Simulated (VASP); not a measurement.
Write the native input for VASP 6.6.1 that does the following.

- Task: single point
- Functional: PBE
- Potentials or basis: VASP PAW PBE potentials, release 64 (Bi_d)
- Cutoff: 520 eV
- k mesh: 14 × 14 × 14
- Occupations: gaussian, width 0.1 eV
- Spin: no spin polarisation
- Dipole correction: no
- Further INCAR settings: ALGO = Fast; EDIFF = 1e-07; NBANDS = 14

The structure of Bi lies in POSCAR:

```
Bi
1.0
   -3.9114402964      4.4377012131      1.3476107996
    3.9525547058     -4.4377012131      1.4699708323
    3.9114402964      4.4377012131     -1.3476107996
Bi
1
Direct
    0.0000000000      0.0000000000      0.0000000000
```

This cell differs from its parent crystal: strained.

The input as run:

INCAR

```
  PREC = Accurate
  ENCUT = 520
  EDIFF = 1E-7
  ISMEAR = 0
  SIGMA = 0.1
  LREAL = F
  LASPH = T
  NELM = 100
  ALGO = Fast
  ISIF = 2
  LWAVE = F
  LCHARG = T
  GGA = PE
  LELF = T
  LVHAR = T
  NBANDS = 14
```

KPOINTS

```
Automatic mesh
0
Gamma
  14 14 14
```

Potentials or basis: VASP PAW PBE potentials, release 64 (Bi_d).

The run is started by

```bash
$ cat potpaw_PBE.64/Bi_d/POTCAR > POTCAR
$ mpirun -np 1 vasp_std > vasp.out
```

Results of the run:

```yaml
Pressure: 0.3 GPa
Band_gap_on_the_k_mesh: zero (an odd number of electrons rules out a gap without spin polarisation)
```

Caveat: the cell differs from its parent crystal (strained); spin-orbit coupling is left out, which moves the levels of the heavy elements.

It took 62 min on 1 thread of Intel Xeon 8259CL (shared host), peak memory 1.1 GiB.
